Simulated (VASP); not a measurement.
# Ta (P6_3/mmc) in VASP: single point with PBE

Aim: the single point of Ta with PBE.

All numbers are computed with VASP 6.6.1; they aren't measurements. Logs are shortened: lines on timing, memory, paths and dates and some standing lists are left out, and cuts for length are marked.

**1. The cell of the first run**

It takes space group P6_3/mmc (No. 194, hexagonal). Conventional cell: a = 2.904 Å, b = 2.904 Å, c = 5.130 Å, α = 90.00°, β = 90.00°, γ = 120.00°. Ta (site symmetry -6m2) has 12 Ta at 2.90 to 3.06 Å within 3.8 Å.

This isn't the form of Ta at room conditions, which is bcc.

**2. Single point, PBE**

The input, POSCAR:

```
Ta
1.0
    2.9035675817      0.0000000000      0.0000000000
   -1.4517837908      2.5145632873      0.0000000000
    0.0000000000      0.0000000000      5.1299334253
Ta
2
Direct
    0.3333333333      0.6666666667      0.7500000000
    0.6666666667      0.3333333333      0.2500000000
```

The input, INCAR.step1:

```
SYSTEM = Ta
ALGO = Normal
EDIFF = 1E-6
ENCUT = 520
GGA = PE
ISIF = 2
ISMEAR = 0
LASPH = .TRUE.
LCHARG = .TRUE.
LMAXMIX = 4
LREAL = .FALSE.
LWAVE = .FALSE.
NBANDS = 18
NELM = 100
PREC = Accurate
SIGMA = 0.05
```

The input, KPOINTS.step1:

```
k-points
0
G
  16 16 10
  0 0 0
```

The input, INCAR.step2:

```
SYSTEM = Ta
ALGO = Normal
EDIFF = 1E-6
ENCUT = 520
GGA = PE
ICHARG = 11
ISIF = 2
ISMEAR = -5
LASPH = .TRUE.
LCHARG = .FALSE.
LMAXMIX = 4
LORBIT = 11
LREAL = .FALSE.
LWAVE = .FALSE.
NBANDS = 18
NEDOS = 2001
NELM = 100
PREC = Accurate
SIGMA = 0.05
```

The input, KPOINTS.step2:

```
k-points
0
G
  24 24 15
  0 0 0
```

Potentials or basis: VASP PAW PBE potentials, release 64 (Ta_pv).

Launch:

```bash
> cat potpaw_PBE.64/Ta_pv/POTCAR > POTCAR
> cp INCAR.step1 INCAR
> cp KPOINTS.step1 KPOINTS
> mpirun -np 1 vasp_std > vasp.out
> cp INCAR.step2 INCAR
> cp KPOINTS.step2 KPOINTS
> mpirun -np 1 vasp_std > vasp.out
```

OUTCAR:

```text
SYSTEM = Ta
   EDIFF = 1E-6
   ENCUT = 520
   GGA = PE
   ICHARG = 11
   ISIF = 2
   ISMEAR = -5
   LASPH = .TRUE.
   LORBIT = 11
   LREAL = .FALSE.
   NELM = 100
   PREC = Accurate

 ion  position               nearest neighbor table
   1  0.333  0.667  0.750-   2 3.06   2 3.06   2 3.06   2 3.06   2 3.06   2 3.06
   2  0.667  0.333  0.250-   1 3.06   1 3.06   1 3.06   1 3.06   1 3.06   1 3.06

  LATTYP: Found a hexagonal cell.
 ALAT       =     2.9035675817
 C/A-ratio  =     1.7667690801

  Lattice vectors:

 A1 = (   2.9035675817,   0.0000000000,   0.0000000000)
 A2 = (  -1.4517837908,   2.5145632873,   0.0000000000)
 A3 = (   0.0000000000,   0.0000000000,   5.1299334253)

Analysis of symmetry for initial positions (statically):
=====================================================================
 Subroutine PRICEL returns:
 Original cell was already a primitive cell.

 Routine SETGRP: Setting up the symmetry group for a
 hexagonal supercell.

 Subroutine GETGRP returns: Found 24 space group operations
 (whereof 12 operations were pure point group operations)
 out of a pool of 24 trial point group operations.

The static configuration has the point symmetry D_3d.
 The point group associated with its full space group is D_6h.

Analysis of symmetry for dynamics (positions and initial velocities):
=====================================================================
 Subroutine PRICEL returns:
 Original cell was already a primitive cell.

 Routine SETGRP: Setting up the symmetry group for a
 hexagonal supercell.

 Subroutine GETGRP returns: Found 24 space group operations
 (whereof 12 operations were pure point group operations)
 out of a pool of 24 trial point group operations.

The dynamic configuration has the point symmetry D_3d.
 The point group associated with its full space group is D_6h.

 Subroutine INISYM returns: Found 24 space group operations
 (whereof 12 operations are pure point group operations),
 and found     1 'primitive' translations

----------------------------------------------------------------------------------------

                                     Primitive cell

  volume of cell :      37.4547

  direct lattice vectors                    reciprocal lattice vectors
     2.903567582  0.000000000  0.000000000     0.344403900  0.198841685  0.000000000
    -1.451783791  2.514563287  0.000000000     0.000000000  0.397683369  0.000000000
     0.000000000  0.000000000  5.129933425     0.000000000  0.000000000  0.194934304

  length of vectors
     2.903567582  2.903567582  5.129933425     0.397683369  0.397683369  0.194934304

  position of ions in fractional coordinates (direct lattice)
     0.333333333  0.666666667  0.750000000
     0.666666667  0.333333333  0.250000000

  ion indices of the primitive-cell ions
   primitive index   ion index
                 1           1
                 2           2

----------------------------------------------------------------------------------------

 KPOINTS: k-points

Automatic generation of k-mesh.
 Grid dimensions read from file:
 generate k-points for:   24   24   15

 Generating k-lattice:

  Cartesian coordinates                     Fractional coordinates (reciprocal lattice)
     0.014350163  0.008285070  0.000000000     0.041666667 -0.000000000  0.000000000
     0.000000000  0.016570140  0.000000000     0.000000000  0.041666667  0.000000000
     0.000000000  0.000000000  0.012995620     0.000000000  0.000000000  0.066666667

  Length of vectors
     0.016570140  0.016570140  0.012995620

  Shift w.r.t. Gamma in fractional coordinates (k-lattice)
     0.000000000  0.000000000  0.000000000

 TETIRR: Found   8481 inequivalent tetrahedra from    51840

 Subroutine IBZKPT returns following result:
 ===========================================

 Found    488 irreducible k-points:

 Following reciprocal coordinates:
            Coordinates               Weight
  0.000000  0.000000  0.000000      1.000000
  0.041667  0.000000  0.000000      6.000000
  0.083333  0.000000  0.000000      6.000000
  0.125000  0.000000  0.000000      6.000000
  0.166667  0.000000  0.000000      6.000000
  0.208333  0.000000  0.000000      6.000000
[... 16 lines left out ...]
  0.416667  0.041667  0.000000     12.000000
  0.458333  0.041667  0.000000     12.000000
 [... further k-points ...]
   k-points           NKPTS =    488   k-points in BZ     NKDIM =    488   number of bands    NBANDS=     18
   number of dos      NEDOS =   2001   number of ions     NIONS =      2
   total plane-waves  NPLWV =  23040
   dimension x,y,z NGX =    24 NGY =   24 NGZ =   40
   dimension x,y,z NGXF=    48 NGYF=   48 NGZF=   80
   ions per type =               2
   NGX,Y,Z   is equivalent  to a cutoff of  13.74, 13.74, 12.96 a.u.
   NGXF,Y,Z  is equivalent  to a cutoff of  27.48, 27.48, 25.93 a.u.
 SYSTEM =  Ta
   PREC   = accura    normal or accurate (medium, high low for compatibility)
   ISTART =      0    job   : 0-new  1-cont  2-samecut
   ICHARG =     11    charge: 1-file 2-atom 10-const
   ISPIN  =      1    spin polarized calculation?
   LNONCOLLINEAR =      F non collinear calculations
   LSORBIT =      F    spin-orbit coupling
   LASPH  =      T    aspherical Exc in radial PAW
   ENCUT  =  520.0 eV  38.22 Ry    6.18 a.u.   5.40  5.40  9.54*2*pi/ulx,y,z
   NELM   =    100;   NELMIN=  2; NELMDL=  0     # of ELM steps
   EDIFF  = 0.1E-05   stopping-criterion for ELM
   LREAL  =      F    real-space projection
   EDIFFG = 0.1E-04   stopping-criterion for IOM
   NSW    =      0    number of steps for IOM
   IBRION =     -1    ionic relax: 0-MD 1-quasi-New 2-CG
   NFREE  =      0    steps in history (QN), initial steepest desc. (CG)
   ISIF   =      2    stress and relaxation
   ISYM   =      2    0-nonsym 1-usesym 2-fastsym
   POTIM  = 0.5000    time-step for ionic-motion
   TEBEG  =    0.0;   TEEND  =   0.0 temperature during run
   PSTRESS=    0.0 pullay stress
   NELECT =      22.0000    total number of electrons
   NUPDOWN=      -1.0000    fix difference up-down
   EMIN   =  10.00;   EMAX   =-10.00  energy-range for DOS
   EFERMI =   0.00;   METHOD = LEGACY
   ISMEAR =    -5;   SIGMA  =   0.05  broadening in eV -4-tet -1-fermi 0-gaus
   EFERMI_NEDOS =   21; number of points for ismear=-14 and -15
   IALGO  =     38    algorithm
   IMIX   =      4    mixing-type and parameters
     AMIX     =   0.40;   BMIX     =  1.00
     AMIX_MAG =   1.60;   BMIX_MAG =  1.00
  volume/ion in A,a.u.               =      18.73       126.38
  Fermi-wavevector in a.u.,A,eV,Ry     =   1.371030  2.590871 25.575190  1.879723
  Thomas-Fermi vector in A             =   2.496763
   LORBIT       =     11    0 simple, 1 ext, 2 COOP (PROOUT), +10 PAW based schemes
   GGA     = PE    functional components
   LHFCALC =     F    Hartree Fock is set to
   AEXX    =    0.0000 exact exchange contribution
   IVDW    =     0    specifies the selected vdW correction
   LEPSILON=     F    determine dielectric tensor
   LRPA    =     F    only Hartree local field effects (RPA)
 non-spin polarized calculation
 Fermi weights with tetrahedron method with Bloechl corrections
  energy-cutoff  :      520.00
  volume of cell :       37.45
 maximum number of plane-waves:      1039
 NGX is ok and might be reduce to    24

 number of electron      22.0000003 magnetization

 Free energy of the ion-electron system (eV)
  ---------------------------------------------------
  ext. energy  EPLUGINS =         0.00000000
  ---------------------------------------------------
  free energy    TOTEN  =       -23.06565759 eV

  energy without entropy =      -23.06565759  energy(sigma->0) =      -23.06565759

 E-fermi :   5.5946     XC(G=0): -12.4084

 val. band max:        5.6535157537   @ k =   0.1250   0.1250   0.1333
 cond. band min:       5.5644572033   @ k =   0.2500   0.1667   0.0667
 fundamental gap:     -0.0890585504
 Fermi energy:         5.5945981030

 k-point     1 :       0.0000    0.0000    0.0000
  band No.  band energies     occupation
      1     -28.9581      2.00000
      2     -28.1167      2.00000
      3     -28.0342      2.00000
      4     -28.0342      2.00000
      5     -27.9472      2.00000
      6     -27.9472      2.00000
[... 10 lines left out ...]
     17      10.7410      0.00000
     18      10.7410      0.00000

 k-point     2 :       0.0417    0.0000    0.0000
  band No.  band energies     occupation
      1     -28.9524      2.00000
      2     -28.1174      2.00000
      3     -28.0521      2.00000
      4     -28.0391      2.00000
      5     -27.9656      2.00000
      6     -27.9504      2.00000
[... 10 lines left out ...]
     17      10.7725      0.00000
     18      10.8984      0.00000

 k-point     3 :       0.0833    0.0000    0.0000
  band No.  band energies     occupation
      1     -28.9358      2.00000
      2     -28.1198      2.00000
      3     -28.1046      2.00000
      4     -28.0535      2.00000
      5     -28.0193      2.00000
      6     -27.9600      2.00000
[... 10 lines left out ...]
     17      10.8526      0.00000
     18      11.3053      0.00000

 k-point     4 :       0.1250    0.0000    0.0000
  band No.  band energies     occupation
      1     -28.9087      2.00000
      2     -28.1876      2.00000
      3     -28.1240      2.00000
      4     -28.1033      2.00000
      5     -28.0760      2.00000
      6     -27.9754      2.00000
[... 10 lines left out ...]
     17      10.9519      0.00000
     18      11.8586      0.00000

 k-point     5 :       0.1667    0.0000    0.0000
  band No.  band energies     occupation
      1     -28.8725      2.00000
      2     -28.2952      2.00000
      3     -28.2107      2.00000
      4     -28.1305      2.00000
      5     -28.1049      2.00000
      6     -27.9957      2.00000
[... 10 lines left out ...]
     17      11.0452      0.00000
     18      12.4887      0.00000

 k-point     6 :       0.2083    0.0000    0.0000
  band No.  band energies     occupation
      1     -28.8284      2.00000
      2     -28.4193      2.00000
      3     -28.3326      2.00000
      4     -28.1398      2.00000
      5     -28.1379      2.00000
      6     -28.0197      2.00000
[... 10 lines left out ...]
     17      11.1188      0.00000
     18      13.1509      0.00000

 k-point     7 :       0.2500    0.0000    0.0000
  band No.  band energies     occupation
      1     -28.7784      2.00000
      2     -28.5511      2.00000
      3     -28.4603      2.00000
      4     -28.1728      2.00000
      5     -28.1523      2.00000
      6     -28.0457      2.00000
[... 10 lines left out ...]
     17      11.1684      0.00000
     18      13.8097      0.00000

 k-point     8 :       0.2917    0.0000    0.0000
  band No.  band energies     occupation
      1     -28.7247      2.00000
      2     -28.6813      2.00000
      3     -28.5849      2.00000
      4     -28.2071      2.00000
      5     -28.1683      2.00000
      6     -28.0718      2.00000
[... 10 lines left out ...]
     17      11.1959      0.00000
     18      13.5988      0.00000
[... 229 lines left out ...]
     17      11.1173      0.00000
     18      13.7042      0.00000

 k-point    20 :       0.2917    0.0417    0.0000
  band No.  band energies     occupation
      1     -28.7418      2.00000
      2     -28.6943      2.00000
      3     -28.6456      2.00000
      4     -28.2304      2.00000
      5     -28.1787      2.00000
      6     -28.0941      2.00000
[... 10 lines left out ...]
     17      11.1305      0.00000
     18      13.5339      0.00000

 k-point    21 :       0.3333    0.0417    0.0000
  band No.  band energies     occupation
      1     -28.8520      2.00000
      2     -28.7484      2.00000
      3     -28.6404      2.00000
      4     -28.2613      2.00000
      5     -28.1998      2.00000
      6     -28.1178      2.00000
[... 10 lines left out ...]
     17      11.1310      0.00000
     18      13.4948      0.00000

 k-point    22 :       0.3750    0.0417    0.0000
  band No.  band energies     occupation
      1     -28.9409      2.00000
      2     -28.8310      2.00000
      3     -28.5907      2.00000
      4     -28.2862      2.00000
      5     -28.2226      2.00000
      6     -28.1371      2.00000
[... 10 lines left out ...]
     17      11.4725      0.00000
     18      13.6356      0.00000

 k-point    23 :       0.4167    0.0417    0.0000
  band No.  band energies     occupation
      1     -29.0033      2.00000
      2     -28.8889      2.00000
      3     -28.5503      2.00000
      4     -28.3037      2.00000
      5     -28.2440      2.00000
      6     -28.1508      2.00000
[... 10 lines left out ...]
     17      12.1265      0.00000
     18      13.7737      0.00000

 k-point    24 :       0.4583    0.0417    0.0000
  band No.  band energies     occupation
      1     -29.0354      2.00000
      2     -28.9186      2.00000
      3     -28.5267      2.00000
      4     -28.3127      2.00000
      5     -28.2578      2.00000
      6     -28.1579      2.00000
[... 10 lines left out ...]
     17      12.6683      0.00000
     18      13.3959      0.00000

 [... further k-points ...]

------------------------ aborting loop because EDIFF is reached ----------------------------------------

  FORCE on cell =-STRESS in cart. coord.  units (eV):
  Direction    XX          YY          ZZ          XY          YZ          ZX
  --------------------------------------------------------------------------------------
  -------------------------------------------------------------------------------------
  Total       -0.0910237     -0.0910237      0.2749478     -0.0000000      0.0000000     -0.0000000
  in kB       -3.8936672     -3.8936672     11.7612784     -0.0000000      0.0000000     -0.0000000
  external PRESSURE =       1.3246480 kB  Pullay stress =       0.0000000 kB

 VOLUME and BASIS-vectors are now :
 -----------------------------------------------------------------------------
  energy-cutoff  :      520.00
  volume of cell :       37.45
      direct lattice vectors                 reciprocal lattice vectors
     2.903567582  0.000000000  0.000000000     0.344403900  0.198841685  0.000000000
    -1.451783791  2.514563287  0.000000000     0.000000000  0.397683369  0.000000000
     0.000000000  0.000000000  5.129933425     0.000000000  0.000000000  0.194934304

 POSITION                                       TOTAL-FORCE (eV/Angst)
 -----------------------------------------------------------------------------------
     -0.00000      1.67638      3.84745        -0.000000      0.000000      0.000000
      1.45178      0.83819      1.28248         0.000000     -0.000000      0.000000
 -----------------------------------------------------------------------------------
    total drift:                               -0.000000      0.000000     -0.000000

  FREE ENERGIE OF THE ION-ELECTRON SYSTEM (eV)
  ---------------------------------------------------
  free  energy   TOTEN  =       -23.0656575891 eV

  energy  without entropy=      -23.0656575891  energy(sigma->0) =      -23.06565759

 total charge

# of ion       s       p       d       tot
------------------------------------------
    1        0.376   6.161   2.337   8.874
    2        0.376   6.161   2.337   8.874
--------------------------------------------------
tot          0.752  12.322   4.674  17.748
```

Run time: 2 min. Hardware: 1 thread of AMD EPYC 9R45 (Zen 5), shared host; peak memory 0.36 GiB.

What came out:

```yaml
Valence_electrons_inside_the_program's_atomic_spheres: Ta 8.87
```

Caveat: spin-orbit coupling is left out, which moves the levels of the heavy elements.
